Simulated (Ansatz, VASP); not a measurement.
**Two plane-wave programs on TiO2**

```xyz
3
Lattice="0.0000 2.3968 2.3968 2.3968 0.0000 2.3968 2.3968 2.3968 0.0000" Properties=species:S:1:pos:R:3 pbc="T T T"
Ti    0.0000    0.0000    0.0000
O     1.1984    1.1984    1.1984
O     3.5952    3.5952    3.5952
```

Alike in both runs: task single point; functional PBE-based screened hybrid with a share of 0.2 of exact exchange and HFSCREEN = 0.3; k mesh 4 × 4 × 4; no spin polarisation.

|  | VASP | Ansatz |
| --- | --- | --- |
| version | VASP 6.6.1 | Ansatz 0.2.0 |
| potentials or method | VASP PAW PBE potentials, release 64 (Ti_sv, O) | plane waves |
| plane-wave cutoff (eV) | 520 | 420 |
| occupations | gaussian, width 0.01 eV | fixed |
| valence electrons in the cell | 24 | 24 |

|  | VASP | Ansatz | Ansatz less VASP |
| --- | --- | --- | --- |
| gap on the k mesh at the Fermi level (eV) | 2.11 | 2.13 | +0.027 |
| pressure (GPa) | -0.8 | -1.7 | -0.94 |

VASP's potentials were made for PBE, not for PBE-based screened hybrid. Ansatz's warnings: stress exchange threshold loose, stress scf threshold loose.

The k mesh is coarse, so the values compare programs but aren't converged.
